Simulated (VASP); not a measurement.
A run of VASP 6.6.1 is set up as follows.

INCAR

```
PREC = Accurate ; ENCUT = 520
EDIFF = 1E-6 ; ISMEAR = 0
SIGMA = 0.15 ; LREAL = F
LASPH = T ; NELM = 150
ALGO = Normal ; ISIF = 2
LWAVE = F ; LCHARG = F
ISPIN = 2 ; MAGMOM = 0 0 1.312
LORBIT = 11 ; NUPDOWN = 1.3125
LMAXMIX = 4 ; GGA = PS
NBANDS = 21 ; KPAR = 4
```

The input KPOINTS:

```
Automatic mesh
0
Gamma
  20 20 20
```

POSCAR

```
Al2Ru
1.0
   -1.5160409298      1.5160409298      4.0907071886
    1.5160409298     -1.5160409298      4.0907071886
    1.5160409298      1.5160409298     -4.0907071886
Al Ru
2 1
Direct
    0.6590805105      0.6590805105      0.0000000000
    0.3409194895      0.3409194895      0.0000000000
    0.0000000000      0.0000000000      0.0000000000
```

Potentials or basis: VASP PAW PBE potentials, release 64 (Al, Ru_pv).

Run with:

```sh
$ cat potpaw_PBE.64/Al/POTCAR potpaw_PBE.64/Ru_pv/POTCAR > POTCAR
$ mpirun -np 4 vasp_std > vasp.out
```

Problem. What does it give for the pressure?

Solution. 25.0 GPa.

Problem. Estimate the largest force.

Solution. 0.112 eV/Å.

Forces in eV/Å, atoms in the order of the input:
```
Al   0.000  0.000  0.112
Al   0.000  0.000 -0.112
Ru   0.000  0.000  0.000
```

Caveat: the stress differs along the axes, from 21 to 27 GPa; the PAW data sets were made with another functional, which shifts forces and pressure a little; the total moment is fixed, so each spin has its own Fermi level and the state may be an excited one.
